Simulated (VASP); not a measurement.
Here is a VASP 6.6.1 calculation.

INCAR

```
  PREC = Accurate
  ENCUT = 520
  EDIFF = 1E-7
  ISMEAR = 0
  SIGMA = 0.1
  LREAL = False
  LASPH = True
  NELM = 60
  ALGO = Fast
  ISIF = 2
  LWAVE = False
  LCHARG = False
  GGA = PE
  NBANDS = 62
```

The input KPOINTS:

```
regular mesh
0
Gamma
  4 4 4
```

Contents of POSCAR:

```
NaRu3W4
1.0
   -3.1327682406      3.1327682406      3.1327682406
    3.1327682406     -3.1327682406      3.1327682406
    3.1327682406      3.1327682406     -3.1327682406
Na Ru W
1 3 4
Direct
    0.0000000000      0.0000000000      0.0000000000
    0.0000000000      0.5000000000      0.5000000000
    0.5000000000      0.0000000000      0.5000000000
    0.5000000000      0.5000000000      0.0000000000
    0.5000000000      0.5000000000      0.5000000000
    0.0000000000      0.0000000000      0.5000000000
    0.0000000000      0.5000000000      0.0000000000
    0.5000000000      0.0000000000      0.0000000000
```

Potentials or basis: VASP PAW PBE potentials, release 64 (Na_pv, Ru_pv, W_sv).

Launch:

```console
$ cat potpaw_PBE.64/Na_pv/POTCAR potpaw_PBE.64/Ru_pv/POTCAR potpaw_PBE.64/W_sv/POTCAR > POTCAR
$ mpirun -np 1 vasp_std > vasp.out
```

Q: Predict the band gap on the k mesh.

A: Zero (an odd number of electrons rules out a gap without spin polarisation).

Q: Predict the pressure.

A: 0.4 GPa.

Caveat: spin-orbit coupling is left out, which moves the levels of the heavy elements.
